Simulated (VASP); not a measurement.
A run of VASP 6.6.1 is set up as follows.

The input INCAR:

```
SYSTEM = SiC
  PREC = Accurate
  ENCUT = 520
  EDIFF = 1E-6
  ISMEAR = 0
  SIGMA = 0.05
  LREAL = .FALSE.
  LASPH = .TRUE.
  NELM = 60
  ALGO = Normal
  ISIF = 2
  LWAVE = .FALSE.
  LCHARG = .FALSE.
  GGA = PE
  NBANDS = 11
```

The input KPOINTS:

```
regular mesh
0
G
  8 8 8
  0 0 0
```

Contents of POSCAR:

```
SiC
1.0
    0.0000000000      2.0160391274      2.0160391274
    2.0160391274      0.0000000000      2.0160391274
    2.0160391274      2.0160391274      0.0000000000
C Si
1 1
Direct
    0.0000000000      0.0000000000      0.0000000000
    0.5000000000      0.5000000000      0.5000000000
```

Potentials or basis: VASP PAW PBE potentials, release 64 (C, Si).

Launch:

```bash
$ cat potpaw_PBE.64/C/POTCAR potpaw_PBE.64/Si/POTCAR > POTCAR
$ mpirun -np 1 vasp_std > vasp.out
```

(1) Predict the band gap on the k mesh.

(2) Estimate the pressure.

Answers

(1) zero (band 4 reaches 12.65 eV, above the bottom of band 5 at 11.74 eV).

(2) 5.4 GPa.
